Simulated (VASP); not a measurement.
# Ir (Pm-3m) in VASP: notebook

Runs on Ir. Level: PBE. Tasks: relaxation of cell and atoms.

Program: VASP 6.6.1. These are calculated values, not measurements. Logs are shortened: lines on timing, memory, paths and dates and some standing lists are left out, and cuts for length are marked.

### Step 1. The cell of the first run

Symmetry: Pm-3m, No. 221, cubic system. Conventional cell: a = 2.208 Å, b = 2.208 Å, c = 2.208 Å, α = 90.00°, β = 90.00°, γ = 90.00°. Within 2.9 Å of Ir (site symmetry m-3m) lie 6 Ir at 2.21 Å.

This isn't the form of Ir at room conditions, which is fcc.

### Step 2. Relaxation of cell and atoms, PBE, target pressure 270 GPa, at which the enthalpy is minimised

INCAR

```
ALGO = Normal
EDIFF = 1E-6
EDIFFG = -0.005
ENCUT = 600
GGA = PE
IBRION = 2
ISIF = 3
ISMEAR = -1
LASPH = True
LCHARG = False
LREAL = False
LWAVE = False
NELM = 80
NSW = 60
PREC = Accurate
PSTRESS = 2700.0
SIGMA = 0.05
```

KPOINTS

```
k-points
0
Gamma
  17 17 17
```

POSCAR

```
Ir
1.0
    2.2081142552      0.0000000000      0.0000000000
    0.0000000000      2.2081142552      0.0000000000
    0.0000000000      0.0000000000      2.2081142552
Ir
1
Direct
    0.0000000000      0.0000000000      0.0000000000
```

Potentials or basis: VASP PAW PBE potentials, release 64 (Ir).

Started as:

```sh
$ cat potpaw_PBE.64/Ir/POTCAR > POTCAR
$ mpirun -np 1 vasp_std > vasp.out
```

OUTCAR:

```text
EDIFF = 1E-6
   EDIFFG = -0.005
   ENCUT = 600
   GGA = PE
   IBRION = 2
   ISIF = 3
   ISMEAR = -1
   LASPH = True
   LREAL = False
   NELM = 80
   NSW = 60
   PREC = Accurate
   PSTRESS = 2700.0

 ion  position               nearest neighbor table
   1  0.000  0.000  0.000-

  LATTYP: Found a simple cubic cell.
 ALAT       =     2.2081142552

  Lattice vectors:

 A1 = (   2.2081142552,   0.0000000000,   0.0000000000)
 A2 = (   0.0000000000,   2.2081142552,   0.0000000000)
 A3 = (   0.0000000000,   0.0000000000,   2.2081142552)

Analysis of symmetry for initial positions (statically):
=====================================================================
 Subroutine PRICEL returns:
 Original cell was already a primitive cell.

 Routine SETGRP: Setting up the symmetry group for a
 simple cubic supercell.

 Subroutine GETGRP returns: Found 48 space group operations
 (whereof 48 operations were pure point group operations)
 out of a pool of 48 trial point group operations.

The static configuration has the point symmetry O_h .

Analysis of symmetry for dynamics (positions and initial velocities):
=====================================================================
 Subroutine PRICEL returns:
 Original cell was already a primitive cell.

 Routine SETGRP: Setting up the symmetry group for a
 simple cubic supercell.

 Subroutine GETGRP returns: Found 48 space group operations
 (whereof 48 operations were pure point group operations)
 out of a pool of 48 trial point group operations.

The dynamic configuration has the point symmetry O_h .

 Subroutine INISYM returns: Found 48 space group operations
 (whereof 48 operations are pure point group operations),
 and found     1 'primitive' translations

----------------------------------------------------------------------------------------

                                     Primitive cell

  volume of cell :      10.7663

  direct lattice vectors                    reciprocal lattice vectors
     2.208114255  0.000000000  0.000000000     0.452875116  0.000000000  0.000000000
     0.000000000  2.208114255  0.000000000     0.000000000  0.452875116  0.000000000
     0.000000000  0.000000000  2.208114255     0.000000000  0.000000000  0.452875116

  length of vectors
     2.208114255  2.208114255  2.208114255     0.452875116  0.452875116  0.452875116

  position of ions in fractional coordinates (direct lattice)
     0.000000000  0.000000000  0.000000000

[... 90 lines left out ...]
   ISMEAR =    -1;   SIGMA  =   0.05  broadening in eV -4-tet -1-fermi 0-gaus
   EFERMI_NEDOS =   21; number of points for ismear=-14 and -15
   IALGO  =     38    algorithm
   IMIX   =      4    mixing-type and parameters
     AMIX     =   0.40;   BMIX     =  1.00
     AMIX_MAG =   1.60;   BMIX_MAG =  1.00
  volume/ion in A,a.u.               =      10.77        72.65
  Fermi-wavevector in a.u.,A,eV,Ry     =   1.542177  2.914291 32.358856  2.378309
  Thomas-Fermi vector in A             =   2.648018
   LORBIT       =      0    0 simple, 1 ext, 2 COOP (PROOUT), +10 PAW based schemes
   GGA     = PE    functional components
   LHFCALC =     F    Hartree Fock is set to
   AEXX    =    0.0000 exact exchange contribution
   IVDW    =     0    specifies the selected vdW correction
   LEPSILON=     F    determine dielectric tensor
   LRPA    =     F    only Hartree local field effects (RPA)
 conjugate gradient relaxation of ions
 non-spin polarized calculation
  energy-cutoff  :      600.00
  volume of cell :       10.77
 maximum number of plane-waves:       371
 NGX is ok and might be reduce to    18
   NGX =  9   NGY =  9   NGZ =  9

--------------------------------------- Ionic step        1  -------------------------------------------

 number of electron       8.9999999 magnetization

 Free energy of the ion-electron system (eV)
  ---------------------------------------------------
  ext. energy  EPLUGINS =         0.00000000
  ---------------------------------------------------
  free energy    TOTEN  =        -3.64320317 eV

  energy without entropy =       -3.63815781  energy(sigma->0) =       -3.64068049

------------------------ aborting loop because EDIFF is reached ----------------------------------------

  FORCE on cell =-STRESS in cart. coord.  units (eV):
  Direction    XX          YY          ZZ          XY          YZ          ZX
  --------------------------------------------------------------------------------------
  -------------------------------------------------------------------------------------
  Total       22.3316239     22.3316239     22.3316239     -0.0000000     -0.0000000     -0.0000000
  in kB     3323.2748687   3323.2748687   3323.2748687     -0.0000000     -0.0000000     -0.0000000
  external PRESSURE =     623.2748687 kB  Pullay stress =    2700.0000000 kB
[... 24 lines left out ...]
--------------------------------------- Ionic step        2  -------------------------------------------

 number of electron       9.0000002 magnetization

 E-fermi :   6.1153     XC(G=0): -12.2084

 val. band max:        6.0986774182   @ k =   0.1765   0.1176   0.1176
 cond. band min:       6.1213685016   @ k =   0.3529   0.2353   0.0588
 fundamental gap:      0.0226910834
 Fermi energy:         6.1153330187

 k-point     1 :       0.0000    0.0000    0.0000
  band No.  band energies     occupation
      1      -2.1365      2.00000
      2       0.9561      2.00000
      3       0.9561      2.00000
      4       7.1916      0.00000
      5       7.1916      0.00000
      6       7.1916      0.00000
      7      21.0787      0.00000
      8      21.0787      0.00000
[... 322 lines left out ...]
  energy  without entropy=       -4.8781236600  energy(sigma->0) =       -4.88050781

  enthalpy is  TOTEN    =        14.4162741488 eV   P V=       19.2991661168

[... ionic steps 4 to 14 ...]

--------------------------------------- Ionic step       15  -------------------------------------------

 number of electron       9.0000000 magnetization

------------------------ aborting loop because EDIFF is reached ----------------------------------------
[... 69 lines left out ...]
--------------------------------------- Ionic step       17  -------------------------------------------

 number of electron       9.0000000 magnetization

 Free energy of the ion-electron system (eV)
  ---------------------------------------------------
  ext. energy  EPLUGINS =         0.00000000
  ---------------------------------------------------
  free energy    TOTEN  =        -4.58991967 eV

  energy without entropy =       -4.58506688  energy(sigma->0) =       -4.58749328

 E-fermi :  14.6587     XC(G=0): -15.1827

 val. band max:       14.6532131759   @ k =   0.1765   0.1765   0.1176
 cond. band min:      14.6777951233   @ k =   0.2353   0.2353   0.0588
 fundamental gap:      0.0245819474
 Fermi energy:        14.6586799289

 k-point     1 :       0.0000    0.0000    0.0000
  band No.  band energies     occupation
      1       1.4410      2.00000
      2       4.2464      2.00000
      3       4.2464      2.00000
      4      17.2552      0.00000
      5      17.2552      0.00000
      6      17.2552      0.00000
      7      33.0892      0.00000
      8      33.0892      0.00000
[... 285 lines left out ...]
  energy  without entropy=       -4.5850668825  energy(sigma->0) =       -4.58749328

  enthalpy is  TOTEN    =        14.4050757731 eV   P V=       18.9949954468

 reached required accuracy - stopping structural energy minimisation
```

CONTCAR:

```text
Ir
   1.00000000000000
     2.2421362694486779   -0.0000000000000000   -0.0000000000000001
    -0.0000000000000000    2.2421362694486779   -0.0000000000000000
     0.0000000000000000    0.0000000000000001    2.2421362694486797
  Ir
     1
Direct
     0.0000000000000000    0.0000000000000000    0.0000000000000000

  0.00000000E+00  0.00000000E+00  0.00000000E+00
```

Wall time 33 s (1 thread of Intel Xeon 6975P-C (Granite Rapids), shared host); peak memory 0.14 GiB.

Results:

```
Free energy                                                : -4.5899 eV
Relaxed volume                                             : 11.27 Å³/atom
Relaxed cell                                               : a = 2.242 Å, b = 2.242 Å, c = 2.242 Å, α = 90.00°, β = 90.00°, γ = 90.00°
Space group after relaxing (to 0.1 Å)                      : Pm-3m (No. 221)
Energy change on relaxing (the run minimises the enthalpy) : -946.7 meV/atom
Ionic steps                                                : 17
Pressure after relaxing                                    : 269.9 GPa
Band gap on the k mesh                                     : zero (an odd number of electrons rules out a gap without spin polarisation)
```

The path:
```tsv
step	energy change (eV)	largest force (eV/Å)	pressure (GPa)	volume (Å³)
1	0.0000	0.0000	332.33	10.77
2	-4.1158	0.0000	-18.48	18.70
3	-1.2397	0.0000	250.42	11.45
4	-0.9569	0.0000	269.32	11.28
5	-0.9394	0.0000	270.46	11.27
6	-0.9400	0.0000	270.44	11.27
7	-0.9417	0.0000	270.35	11.27
8	-0.9417	0.0000	270.32	11.27
9	-0.9417	0.0000	270.32	11.27
10	-0.9418	0.0000	270.31	11.27
11	-0.9419	0.0000	270.31	11.27
12	-0.9421	0.0000	270.29	11.27
13	-0.9426	0.0000	270.26	11.27
14	-0.9435	0.0000	270.21	11.27
15	-0.9453	0.0000	270.11	11.27
16	-0.9490	0.0000	269.82	11.27
17	-0.9467	0.0000	269.95	11.27
```

Final structure:
```xyz
1
Lattice="2.2421 0.0000 0.0000 0.0000 2.2421 0.0000 0.0000 0.0000 2.2421" Properties=species:S:1:pos:R:3 pbc="T T T"
Ir    0.0000    0.0000    0.0000
```

Caveat: the cell is relaxed towards a set pressure, so the run minimises the enthalpy, not the energy; spin-orbit coupling is left out, which moves the levels of the heavy elements.

### Step 3. Relaxation of cell and atoms, PBE, target pressure 270 GPa, at which the enthalpy is minimised

This run uses another cell than the first one, of 11.29 Å³/atom.

INCAR

```
PREC = Accurate
ENCUT = 600
EDIFF = 1E-7
ISMEAR = -1
SIGMA = 0.05
LREAL = False
LASPH = True
NELM = 80
ALGO = Normal
ISIF = 3
LWAVE = False
LCHARG = False
GGA = PE
IBRION = 2
NSW = 32
EDIFFG = -0.005
PSTRESS = 2700.0
```

KPOINTS

```
regular mesh
0
Gamma
  17 17 17
```

POSCAR

```
Ir
1.0
    2.2433901392      0.0000000000      0.0000000000
    0.0000000000      2.2433901392      0.0000000000
    0.0000000000      0.0000000000      2.2433901392
Ir
1
Direct
    0.0000000000      0.0000000000      0.0000000000
```

Potentials or basis: VASP PAW PBE potentials, release 64 (Ir).

Started as:

```sh
$ cat potpaw_PBE.64/Ir/POTCAR > POTCAR
$ mpirun -np 1 vasp_std > vasp.out
```

It took 13 s on 1 thread of Intel Xeon 6975P-C (Granite Rapids), shared host; peak memory 0.15 GiB.

Results (log left out):

| Property | Result |
| --- | --- |
| Free energy | -4.5898 eV |
| Relaxed volume | 11.27 Å³/atom |
| Relaxed cell | a = 2.242 Å, b = 2.242 Å, c = 2.242 Å, α = 90.00°, β = 90.00°, γ = 90.00° |
| Space group after relaxing (to 0.1 Å) | Pm-3m (No. 221) |
| Energy change on relaxing (the run minimises the enthalpy) | +31.9 meV/atom |
| Ionic steps | 3 |
| Pressure after relaxing | 270.0 GPa |
| Band gap on the k mesh | zero (an odd number of electrons rules out a gap without spin polarisation) |

Step by step:
| step | energy change (eV) | largest force (eV/Å) | pressure (GPa) | volume (Å³) |
| --- | --- | --- | --- | --- |
| 1 | 0.0000 | 0.0000 | 267.86 | 11.29 |
| 2 | 0.4305 | 0.0000 | 296.39 | 11.05 |
| 3 | 0.0319 | 0.0000 | 270.00 | 11.27 |

Final structure:
```xyz
1
Lattice="2.2421 0.0000 0.0000 0.0000 2.2421 0.0000 0.0000 0.0000 2.2421" Properties=species:S:1:pos:R:3 pbc="T T T"
Ir    0.0000    0.0000    0.0000
```

Levels at points of the mesh, in eV from the Fermi level:
| k point | band 2 | band 3 | band 4 | band 5 | band 6 | band 7 | band 8 |
| --- | --- | --- | --- | --- | --- | --- | --- |
| (0.00, 0.00, 0.00) | -10.41 | -10.41 | 2.60 | 2.60 | 2.60 | 18.43 | 18.43 |

Caveat: the cell is relaxed towards a set pressure, so the run minimises the enthalpy, not the energy; spin-orbit coupling is left out, which moves the levels of the heavy elements.
